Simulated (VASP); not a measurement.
Write the native input for VASP 6.6.1 that does the following.

```yaml
Task: single point
Functional: LDA
Potentials_or_basis: VASP PAW LDA potentials, release 64 (Li_sv)
Cutoff: 520 eV
k_mesh: 4 × 4 × 1
Occupations: gaussian, width 0.05 eV
Spin: no spin polarisation
Dipole_correction: no
Further_INCAR_settings: LREAL = Auto; ALGO = Normal; EDIFF = 1e-06; NBANDS = 40
```

The structure of Li lies in POSCAR:

```
Li
1.0
    6.9800000000      0.0000000000      0.0000000000
    3.4900000000      4.9356050000      0.0000000000
    0.0000000000      0.0000000000     20.4034080000
Li
17
Direct
   -0.2500000507      0.5000001013      0.0490114201
    0.2499999493      0.5000001013      0.0490114201
   -0.2500000000      1.0000000000      0.0490114201
    0.2500000000      1.0000000000      0.0490114201
   -0.0009978514      0.0046042988      0.1522754924
    0.4939861917      0.0027107113      0.1602104903
   -0.0047914506      0.5065849070      0.1567582729
    0.4960905449      0.5010020048      0.1580633490
   -0.2474920529      0.4979267992      0.2680475242
    0.2440979960      0.4895638934      0.2686313483
   -0.2300510602      1.0003193124      0.2612558647
    0.2309047352      0.9880389537      0.2660044342
    0.0006771803     -0.0229532144      0.3806988029
    0.5176908021     -0.0160363319      0.3569704630
    0.0036441145      0.4729742352      0.3855904367
    0.5019319045      0.4870470793      0.3816221780
    0.3544998012     -0.0323867084      0.4766202783
```

These files were run (other wordings do the same):

INCAR

```
SYSTEM = Li
PREC = Accurate ; ENCUT = 520
EDIFF = 1E-6 ; ISMEAR = 0
SIGMA = 0.05 ; LREAL = Auto
LASPH = .TRUE. ; NELM = 60
ALGO = Normal ; ISIF = 2
LWAVE = .FALSE. ; LCHARG = .FALSE.
NBANDS = 40
```

KPOINTS

```
regular mesh
0
G
  4 4 1
  0 0 0
```

Potentials or basis: VASP PAW LDA potentials, release 64 (Li_sv).

Launch:

```bash
$ cat potpaw_LDA.64/Li_sv/POTCAR > POTCAR
$ mpirun -np 1 vasp_std > vasp.out
```

It gave:

* Largest force: 0.054 eV/Å
* Band gap on the k mesh: zero (an odd number of electrons rules out a gap without spin polarisation)

Caveat: there is no dipole correction, which matters where the two faces differ.

Run time: 7.2 min on 1 thread of AMD EPYC 9R45 96-Core Processor (Zen 5), with other jobs on the host, peak memory 0.6 GiB.
